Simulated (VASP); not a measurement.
# TiSi2 (Cmcm) in VASP: notebook

The runs below take TiSi2 through single point, with PBE.

Program: VASP 6.6.1. These are calculated values, not measurements. Logs are shortened: lines on timing, memory, paths and dates and some standing lists are left out, and cuts for length are marked.

**1. The cell of the first run**

The structure is orthorhombic, space group Cmcm (No. 63). Conventional cell: a = 3.482 Å, b = 13.336 Å, c = 3.517 Å, α = 90.00°, β = 90.00°, γ = 90.00°. Within 3.4 Å of Ti (site symmetry m2m) lie 10 Si at 2.55 to 2.77 Å and 2 Ti at 3.26 Å. Within 3.3 Å of Si (site symmetry m2m) lie 8 Si at 2.47 to 3.11 Å and 4 Ti at 2.62 to 2.63 Å. Within 3.1 Å of Si (site symmetry m2m) lie 4 Si at 2.35 to 3.09 Å and 6 Ti at 2.55 to 2.77 Å.

**2. Single point, PBE**

INCAR reads:

```
SYSTEM = TiSi2
  ALGO = Normal
  EDIFF = 1E-6
  ENCUT = 520
  GGA = PE
  ISIF = 2
  ISMEAR = -1
  LASPH = .TRUE.
  LCHARG = .TRUE.
  LELF = .TRUE.
  LREAL = .FALSE.
  LVHAR = .TRUE.
  LWAVE = .FALSE.
  NBANDS = 29
  NELM = 60
  PREC = Accurate
  SIGMA = 0.05
```

KPOINTS reads:

```
k-points
0
G
  8 8 8
  0 0 0
```

POSCAR reads:

```
TiSi2
1.0
    1.7412493300     -6.6679286942      0.0000000000
    1.7412493300      6.6679286942      0.0000000000
    0.0000000000      0.0000000000      3.5169900368
Ti Si
2 4
Direct
    0.1031180800      0.8968819200      0.2500000000
    0.8968819200      0.1031180800      0.7500000000
    0.7503148200      0.2496851800      0.2500000000
    0.2496851800      0.7503148200      0.7500000000
    0.4417485500      0.5582514500      0.2500000000
    0.5582514500      0.4417485500      0.7500000000
```

Potentials or basis: VASP PAW PBE potentials, release 64 (Ti_sv, Si).

Started as:

```sh
$ cat potpaw_PBE.64/Ti_sv/POTCAR potpaw_PBE.64/Si/POTCAR > POTCAR
$ mpirun -np 1 vasp_std > vasp.out
```

OUTCAR:

```text
SYSTEM = TiSi2
   EDIFF = 1E-6
   ENCUT = 520
   GGA = PE
   ISIF = 2
   ISMEAR = -1
   LASPH = .TRUE.
   LREAL = .FALSE.
   NELM = 60
   PREC = Accurate

 ion  position               nearest neighbor table
   1  0.103  0.897  0.250-   6 2.55   6 2.55   6 2.55   6 2.55   3 2.62   3 2.62   4 2.63   4 2.63
                             5 2.77   5 2.77
   2  0.897  0.103  0.750-   5 2.55   5 2.55   5 2.55   5 2.55   4 2.62   4 2.62   3 2.63   3 2.63
                             6 2.77   6 2.77
   3  0.750  0.250  0.250-   4 2.47   4 2.47   4 2.47   4 2.47   1 2.62   1 2.62   2 2.63   2 2.63
                             5 3.09   5 3.09   6 3.11   6 3.11
   4  0.250  0.750  0.750-   3 2.47   3 2.47   3 2.47   3 2.47   2 2.62   2 2.62   1 2.63   1 2.63
                             6 3.09   6 3.09   5 3.11   5 3.11
   5  0.442  0.558  0.250-   6 2.35   6 2.35   2 2.55   2 2.55   2 2.55   2 2.55   1 2.77   1 2.77
                             3 3.09   3 3.09   4 3.11   4 3.11
   6  0.558  0.442  0.750-   5 2.35   5 2.35   1 2.55   1 2.55   1 2.55   1 2.55   2 2.77   2 2.77
                             4 3.09   4 3.09   3 3.11   3 3.11

  LATTYP: Found a base centered orthorhombic cell.
 ALAT       =     3.4824986600
 B/A-ratio  =     3.8293934012
 C/A-ratio  =     1.0099042039

  Lattice vectors:

 A1 = (   1.7412493300,  -6.6679286942,   0.0000000000)
 A2 = (   1.7412493300,   6.6679286942,   0.0000000000)
 A3 = (   0.0000000000,   0.0000000000,   3.5169900368)

Analysis of symmetry for initial positions (statically):
=====================================================================
 Subroutine PRICEL returns:
 Original cell was already a primitive cell.

 Routine SETGRP: Setting up the symmetry group for a
 base centered orthorhombic supercell.

 Subroutine GETGRP returns: Found  8 space group operations
 (whereof  4 operations were pure point group operations)
 out of a pool of  8 trial point group operations.

The static configuration has the point symmetry C_2h.
 The point group associated with its full space group is D_2h.

Analysis of symmetry for dynamics (positions and initial velocities):
=====================================================================
 Subroutine PRICEL returns:
 Original cell was already a primitive cell.

 Routine SETGRP: Setting up the symmetry group for a
 base centered orthorhombic supercell.

 Subroutine GETGRP returns: Found  8 space group operations
 (whereof  4 operations were pure point group operations)
 out of a pool of  8 trial point group operations.

The dynamic configuration has the point symmetry C_2h.
 The point group associated with its full space group is D_2h.

 Subroutine INISYM returns: Found  8 space group operations
 (whereof  4 operations are pure point group operations),
 and found     1 'primitive' translations

----------------------------------------------------------------------------------------

                                     Primitive cell

  volume of cell :      81.6682

  direct lattice vectors                    reciprocal lattice vectors
     1.741249330 -6.667928694  0.000000000     0.287150146 -0.074985805  0.000000000
     1.741249330  6.667928694  0.000000000     0.287150146  0.074985805  0.000000000
     0.000000000  0.000000000  3.516990037     0.000000000  0.000000000  0.284334044

  length of vectors
     6.891532652  6.891532652  3.516990037     0.296779510  0.296779510  0.284334044

  position of ions in fractional coordinates (direct lattice)
     0.103118080  0.896881920  0.250000000
     0.896881920  0.103118080  0.750000000
     0.750314820  0.249685180  0.250000000
     0.249685180  0.750314820  0.750000000
     0.441748550  0.558251450  0.250000000
     0.558251450  0.441748550  0.750000000

  ion indices of the primitive-cell ions
   primitive index   ion index
                 1           1
                 2           2
                 3           3
                 4           4
                 5           5
                 6           6

----------------------------------------------------------------------------------------

 KPOINTS: k-points

Automatic generation of k-mesh.
 Grid dimensions read from file:
 generate k-points for:    8    8    8

 Generating k-lattice:

  Cartesian coordinates                     Fractional coordinates (reciprocal lattice)
     0.035893768 -0.009373226  0.000000000     0.125000000  0.000000000  0.000000000
     0.035893768  0.009373226  0.000000000     0.000000000  0.125000000  0.000000000
     0.000000000  0.000000000  0.035541756     0.000000000  0.000000000  0.125000000

  Length of vectors
     0.037097439  0.037097439  0.035541756

  Shift w.r.t. Gamma in fractional coordinates (k-lattice)
     0.000000000  0.000000000  0.000000000

 Subroutine IBZKPT returns following result:
 ===========================================

 Found    105 irreducible k-points:

 Following reciprocal coordinates:
[... 64 lines left out ...]
 NGX is ok and might be reduce to    54
   NGX = 25   NGY = 25   NGZ = 13

 number of electron      40.0000001 magnetization

 Free energy of the ion-electron system (eV)
  ---------------------------------------------------
  ext. energy  EPLUGINS =         0.00000000
  ---------------------------------------------------
  free energy    TOTEN  =       -40.64282070 eV

  energy without entropy =      -40.63128233  energy(sigma->0) =      -40.63705151

 E-fermi :  11.0804     XC(G=0): -11.8241

 val. band max:       11.0765604182   @ k =  -0.3750   0.3750   0.3750
 cond. band min:      11.0811354320   @ k =   0.5000   0.2500   0.0000
 fundamental gap:      0.0045750137
 Fermi energy:        11.0803996798

 k-point     1 :       0.0000    0.0000    0.0000
  band No.  band energies     occupation
      1     -45.6403      2.00000
      2     -45.6289      2.00000
      3     -22.0177      2.00000
      4     -21.9663      2.00000
      5     -21.9571      2.00000
      6     -21.9510      2.00000
[... 21 lines left out ...]
     28      14.1543      0.00000
     29      14.3778      0.00000

 k-point     2 :       0.1250    0.0000    0.0000
  band No.  band energies     occupation
      1     -45.6394      2.00000
      2     -45.6281      2.00000
      3     -22.0153      2.00000
      4     -21.9797      2.00000
      5     -21.9630      2.00000
      6     -21.9558      2.00000
[... 21 lines left out ...]
     28      14.2818      0.00000
     29      14.2912      0.00000

 k-point     3 :       0.2500    0.0000    0.0000
  band No.  band energies     occupation
      1     -45.6375      2.00000
      2     -45.6264      2.00000
      3     -22.0131      2.00000
      4     -22.0083      2.00000
      5     -21.9921      2.00000
      6     -21.9527      2.00000
[... 21 lines left out ...]
     28      14.2583      0.00000
     29      15.2706      0.00000

 k-point     4 :       0.3750    0.0000    0.0000
  band No.  band energies     occupation
      1     -45.6355      2.00000
      2     -45.6246      2.00000
      3     -22.0442      2.00000
      4     -22.0212      2.00000
      5     -22.0030      2.00000
      6     -21.9496      2.00000
[... 21 lines left out ...]
     28      14.0997      0.00000
     29      14.9508      0.00000

 k-point     5 :       0.5000    0.0000    0.0000
  band No.  band energies     occupation
      1     -45.6347      2.00000
      2     -45.6238      2.00000
      3     -22.0573      2.00000
      4     -22.0331      2.00000
      5     -22.0005      2.00000
      6     -21.9483      2.00000
[... 21 lines left out ...]
     28      14.2607      0.00000
     29      14.5672      0.00000
[... 510 lines left out ...]
     28      14.1920      0.00000
     29      14.8018      0.00000

 k-point    22 :       0.0000    0.0000    0.1250
  band No.  band energies     occupation
      1     -45.6392      2.00000
      2     -45.6286      2.00000
      3     -22.0148      2.00000
      4     -21.9703      2.00000
      5     -21.9647      2.00000
      6     -21.9506      2.00000
[... 21 lines left out ...]
     28      14.3667      0.00000
     29      14.6869      0.00000

 k-point    23 :       0.1250    0.0000    0.1250
  band No.  band energies     occupation
      1     -45.6384      2.00000
      2     -45.6279      2.00000
      3     -22.0125      2.00000
      4     -21.9780      2.00000
      5     -21.9690      2.00000
      6     -21.9626      2.00000
[... 21 lines left out ...]
     28      14.5289      0.00000
     29      14.6290      0.00000

 k-point    24 :       0.2500    0.0000    0.1250
  band No.  band energies     occupation
      1     -45.6364      2.00000
      2     -45.6261      2.00000
      3     -22.0109      2.00000
      4     -22.0057      2.00000
      5     -21.9915      2.00000
      6     -21.9657      2.00000
[... 21 lines left out ...]
     28      14.5663      0.00000
     29      14.8605      0.00000

 [... further k-points ...]
[... 5 lines left out ...]
  --------------------------------------------------------------------------------------
  -------------------------------------------------------------------------------------
  Total        4.2191325      3.6124716      4.8525056      0.0000000      0.0000000      0.0000000
  in kB       82.7714768     70.8699255     95.1970714      0.0000000      0.0000000      0.0000000
  external PRESSURE =      82.9461579 kB  Pullay stress =       0.0000000 kB

 VOLUME and BASIS-vectors are now :
 -----------------------------------------------------------------------------
  energy-cutoff  :      520.00
  volume of cell :       81.67
      direct lattice vectors                 reciprocal lattice vectors
     1.741249330 -6.667928694  0.000000000     0.287150146 -0.074985805  0.000000000
     1.741249330  6.667928694  0.000000000     0.287150146  0.074985805  0.000000000
     0.000000000  0.000000000  3.516990037     0.000000000  0.000000000  0.284334044

 POSITION                                       TOTAL-FORCE (eV/Angst)
 -----------------------------------------------------------------------------------
      1.74125      5.29276      0.87925         0.000000      0.118116     -0.000000
      1.74125     -5.29276      2.63774         0.000000     -0.118116      0.000000
      1.74125     -3.33816      0.87925         0.000000     -0.019555      0.000000
      1.74125      3.33816      2.63774         0.000000      0.019555      0.000000
      1.74125      0.77683      0.87925         0.000000      0.334932      0.000000
      1.74125     -0.77683      2.63774         0.000000     -0.334932      0.000000
 -----------------------------------------------------------------------------------
    total drift:                                0.000000      0.000000      0.000000

  FREE ENERGIE OF THE ION-ELECTRON SYSTEM (eV)
  ---------------------------------------------------
  free  energy   TOTEN  =       -40.6428206954 eV

  energy  without entropy=      -40.6312823276  energy(sigma->0) =      -40.63705151
```

Wall time 2.9 min (1 thread of Intel Xeon 6975P-C (Granite Rapids), shared host); peak memory 0.4 GiB.

Results:

* Free energy: -40.6428 eV
* Pressure: 8.3 GPa
* Largest force: 0.335 eV/Å
* Band gap on the k mesh: zero (band 20 reaches 11.55 eV, above the bottom of band 21 at 10.50 eV)

Forces in eV/Å, atoms in the order of the input:
```
Ti   0.000  0.118  0.000
Ti   0.000 -0.118  0.000
Si   0.000 -0.020  0.000
Si   0.000  0.020  0.000
Si   0.000  0.335  0.000
Si   0.000 -0.335  0.000
```

Stress tensor (GPa, compression positive):
```
8.28 0.00 0.00
0.00 7.09 0.00
0.00 0.00 9.52
```

**3. Single point, PBE**

This run uses another cell than the first one, of 13.89 Å³/atom, 1.021 times its volume.

INCAR reads:

```
SYSTEM = TiSi2
PREC = Accurate
ENCUT = 520
EDIFF = 1E-6
ISMEAR = -1
SIGMA = 0.05
LREAL = .False.
LASPH = .True.
NELM = 60
ALGO = Normal
ISIF = 2
LWAVE = .False.
LCHARG = .True.
GGA = PE
LELF = .True.
LVHAR = .True.
NBANDS = 29
```

KPOINTS reads:

```
regular mesh
0
Gamma
  8 8 8
  0 0 0
```

Changes to POSCAR since step 2:

```diff
@@ -2,5 +2,5 @@
 1.0
-    1.7412493300     -6.6679286942      0.0000000000
-    1.7412493300      6.6679286942      0.0000000000
-    0.0000000000      0.0000000000      3.5169900368
+    1.7532583256     -6.7139158625      0.0000000000
+    1.7532583256      6.7139158625      0.0000000000
+    0.0000000000      0.0000000000      3.5412459070
 Ti Si
```

Potentials or basis: VASP PAW PBE potentials, release 64 (Ti_sv, Si).

Started as:

```sh
$ cat potpaw_PBE.64/Ti_sv/POTCAR potpaw_PBE.64/Si/POTCAR > POTCAR
$ mpirun -np 1 vasp_std > vasp.out
```

Wall time 3.1 min (1 thread of Intel Xeon 6975P-C (Granite Rapids), shared host); peak memory 0.4 GiB.

The run converged. Its results:

```yaml
Free_energy: -40.7128 eV
Pressure: 4.9 GPa
Largest_force: 0.254 eV/Å
Band_gap_on_the_k_mesh: zero (band 20 reaches 11.28 eV, above the bottom of band 21 at 10.25 eV)
```

Forces on the atoms (eV/Å):
```
Ti   0.000  0.058  0.000
Ti   0.000 -0.058  0.000
Si   0.000 -0.015  0.000
Si   0.000  0.015  0.000
Si   0.000  0.254  0.000
Si   0.000 -0.254  0.000
```

Stress tensor (GPa, compression positive):
```
4.87 0.00 0.00
0.00 4.17 0.00
0.00 0.00 5.63
```

Levels at points of the mesh, in eV from the Fermi level:
| k point | band 18 | band 19 | band 20 | band 21 | band 22 | band 23 |
| --- | --- | --- | --- | --- | --- | --- |
| (0.00, 0.00, 0.00) | -2.12 | -2.08 | 0.47 | 0.81 | 0.83 | 0.90 |
| (0.50, 0.00, 0.00) | -1.49 | -0.70 | -0.59 | -0.56 | 1.23 | 1.53 |
| (0.50, 0.50, 0.00) | -1.96 | -1.21 | 0.39 | 0.65 | 0.75 | 0.93 |
| (0.00, 0.00, 0.50) | -1.68 | -0.04 | -0.04 | 0.86 | 0.86 | 1.49 |
| (0.50, 0.00, 0.50) | -3.26 | -2.50 | -2.50 | 1.79 | 1.79 | 1.93 |
| (0.50, 0.50, 0.50) | -2.08 | -0.90 | -0.90 | 0.50 | 0.50 | 1.71 |

**4. Single point, PBE**

This run uses another cell than the first one, of 14.18 Å³/atom, 1.042 times its volume.

INCAR reads:

```
PREC = Accurate
ENCUT = 520
EDIFF = 1E-7
ISMEAR = -1
SIGMA = 0.05
LREAL = False
LASPH = True
NELM = 100
ALGO = Normal
ISIF = 2
LWAVE = False
LCHARG = False
GGA = PE
NBANDS = 29
```

KPOINTS reads:

```
regular mesh
0
Gamma
  8 8 8
```

Changes to POSCAR since step 3:

```diff
@@ -2,5 +2,5 @@
 1.0
-    1.7532583256     -6.7139158625      0.0000000000
-    1.7532583256      6.7139158625      0.0000000000
-    0.0000000000      0.0000000000      3.5412459070
+    1.7651050250     -6.7592815350      0.0000000000
+    1.7651050250      6.7592815350      0.0000000000
+    0.0000000000      0.0000000000      3.5651739700
 Ti Si
```

Started as:

```sh
$ cat potpaw_PBE.64/Ti_sv/POTCAR potpaw_PBE.64/Si/POTCAR > POTCAR
$ mpirun -np 1 vasp_std > vasp.out
```

Run time: 3.7 min. Hardware: 1 thread of Intel Xeon 6975P-C (Granite Rapids), shared host; peak memory 0.4 GiB.

The run converged. Its results:

```yaml
Free_energy: -40.7485 eV
Pressure: 1.8 GPa
Largest_force: 0.181 eV/Å
Band_gap_on_the_k_mesh: zero (band 20 reaches 11.02 eV, above the bottom of band 21 at 10.01 eV)
```

Forces on the atoms (eV/Å):
```
Ti   0.000  0.002  0.000
Ti   0.000 -0.002  0.000
Si   0.000 -0.011  0.000
Si   0.000  0.011  0.000
Si   0.000  0.181  0.000
Si   0.000 -0.181  0.000
```

Stress tensor (GPa, compression positive):
```
1.79 0.00 0.00
0.00 1.53 0.00
0.00 0.00 2.11
```

Levels at points of the mesh, in eV from the Fermi level:
```
           k point  band 17  band 18  band 19  band 20  band 21  band 22  band 23  band 24
(0.00, 0.00, 0.00)    -2.16    -2.10    -2.08     0.46     0.71     0.81     0.88     1.35
(0.50, 0.00, 0.00)    -1.67    -1.48    -0.67    -0.58    -0.55     1.16     1.47     1.65
(0.50, 0.50, 0.00)    -2.53    -1.96    -1.19     0.38     0.64     0.74     0.91     1.13
(0.00, 0.00, 0.50)    -1.64    -1.64    -0.05    -0.05     0.83     0.83     1.47     1.47
(0.50, 0.00, 0.50)    -3.23    -3.23    -2.45    -2.45     1.74     1.74     1.88     1.88
(0.50, 0.50, 0.50)    -2.05    -2.05    -0.88    -0.88     0.47     0.47     1.66     1.66
```

**5. Single point, PBE**

This run uses another cell than the first one, of 14.46 Å³/atom, 1.062 times its volume.

INCAR reads:

```
ALGO = Normal
EDIFF = 1E-7
ENCUT = 520
GGA = PE
ISIF = 2
ISMEAR = -1
LASPH = T
LCHARG = F
LREAL = F
LWAVE = F
NBANDS = 29
NELM = 100
PREC = Accurate
SIGMA = 0.05
```

KPOINTS reads:

```
k-points
0
Gamma
  8 8 8
```

Changes to POSCAR since step 4:

```diff
@@ -2,5 +2,5 @@
 1.0
-    1.7651050250     -6.7592815350      0.0000000000
-    1.7651050250      6.7592815350      0.0000000000
-    0.0000000000      0.0000000000      3.5651739700
+    1.7767948029     -6.8040462934      0.0000000000
+    1.7767948029      6.8040462934      0.0000000000
+    0.0000000000      0.0000000000      3.5887850817
 Ti Si
```

Started as:

```sh
$ cat potpaw_PBE.64/Ti_sv/POTCAR potpaw_PBE.64/Si/POTCAR > POTCAR
$ mpirun -np 1 vasp_std > vasp.out
```

Run time: 3.5 min. Hardware: 1 thread of Intel Xeon 6975P-C (Granite Rapids), shared host; peak memory 0.4 GiB.

Results (log left out):

```yaml
Free_energy: -40.7533 eV
Pressure: -1.0 GPa
Largest_force: 0.116 eV/Å
Band_gap_on_the_k_mesh: zero (band 20 reaches 10.76 eV, above the bottom of band 21 at 9.77 eV)
```

Forces in eV/Å, atoms in the order of the input:
```
Ti   0.000 -0.049  0.000
Ti   0.000  0.049  0.000
Si   0.000 -0.007  0.000
Si   0.000  0.007  0.000
Si   0.000  0.116  0.000
Si   0.000 -0.116  0.000
```

Stress tensor (GPa, compression positive):
```
-0.98  0.00  0.00
 0.00 -0.85  0.00
 0.00  0.00 -1.04
```

Levels at points of the mesh, in eV from the Fermi level:
| k point | band 17 | band 18 | band 19 | band 20 | band 21 | band 22 | band 23 | band 24 |
| --- | --- | --- | --- | --- | --- | --- | --- | --- |
| (0.00, 0.00, 0.00) | -2.10 | -2.08 | -2.08 | 0.45 | 0.62 | 0.79 | 0.87 | 1.33 |
| (0.50, 0.00, 0.00) | -1.64 | -1.46 | -0.65 | -0.57 | -0.53 | 1.10 | 1.41 | 1.60 |
| (0.50, 0.50, 0.00) | -2.47 | -1.94 | -1.16 | 0.38 | 0.63 | 0.72 | 0.88 | 1.03 |
| (0.00, 0.00, 0.50) | -1.59 | -1.59 | -0.05 | -0.05 | 0.80 | 0.80 | 1.45 | 1.45 |
| (0.50, 0.00, 0.50) | -3.20 | -3.20 | -2.40 | -2.40 | 1.70 | 1.70 | 1.82 | 1.82 |
| (0.50, 0.50, 0.50) | -2.01 | -2.01 | -0.86 | -0.86 | 0.43 | 0.43 | 1.61 | 1.61 |

**6. The runs side by side**

| cell | gap on the mesh (eV) | pressure (GPa) | largest force (eV/Å) |
| --- | --- | --- | --- |
| a = 6.892, b = 6.892, c = 3.517 Å, angles 90.0, 90.0, 150.7°, 6 atoms | none | 8.3 | 0.33 |
| a = 6.939, b = 6.939, c = 3.541 Å, angles 90.0, 90.0, 150.7°, 6 atoms | none | 4.9 | 0.25 |
| a = 6.986, b = 6.986, c = 3.565 Å, angles 90.0, 90.0, 150.7°, 6 atoms | none | 1.8 | 0.18 |
| a = 7.032, b = 7.032, c = 3.589 Å, angles 90.0, 90.0, 150.7°, 6 atoms | none | -1.0 | 0.12 |

Alike in all rows: task single point; level PBE; potentials or basis VASP PAW PBE potentials, release 64 (Ti_sv, Si); no spin polarisation; k mesh 8 × 8 × 8; cutoff (eV) 520; smearing fermi-dirac 0.05 eV.

Absolute energies hang on the potentials; compare differences alone.
